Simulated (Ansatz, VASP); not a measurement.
## TiC in VASP and in Ansatz

```
Ti C
1.0
     0.00000    2.22892    2.22892
     2.22892    0.00000    2.22892
     2.22892    2.22892    0.00000
Ti C
1 1
Direct
  0.00000 0.00000 0.00000
  0.50000 0.50000 0.50000
```

Change from the starting cell: strain +0.030 along x and y, +0.030 along z, atoms carried along.

Alike in both runs: task single point; functional PBE; k mesh 18 × 18 × 18; occupations gaussian, width 0.15 eV; no spin polarisation.

|  | VASP | Ansatz |
| --- | --- | --- |
| version | VASP 6.6.1 | Ansatz 0.2.0 |
| potentials or method | VASP PAW PBE potentials, release 64 (Ti_sv, C), cutoff 520 eV | scalar-relativistic, plane waves, PAW |
| valence electrons in the cell | 16 | 16 |

VASP gave:

```
gap on the k mesh at the Fermi level (eV) : none
pressure (GPa)                            : -17.7
```

Q: What did Ansatz give for the same quantities?

A: gap on the k mesh at the Fermi level (eV): none; pressure (GPa): -18.0.

A gap of «none» marks a metal or a gap that the smearing closes. The functional is the same, so the differences come from potentials, cutoffs and numerics.
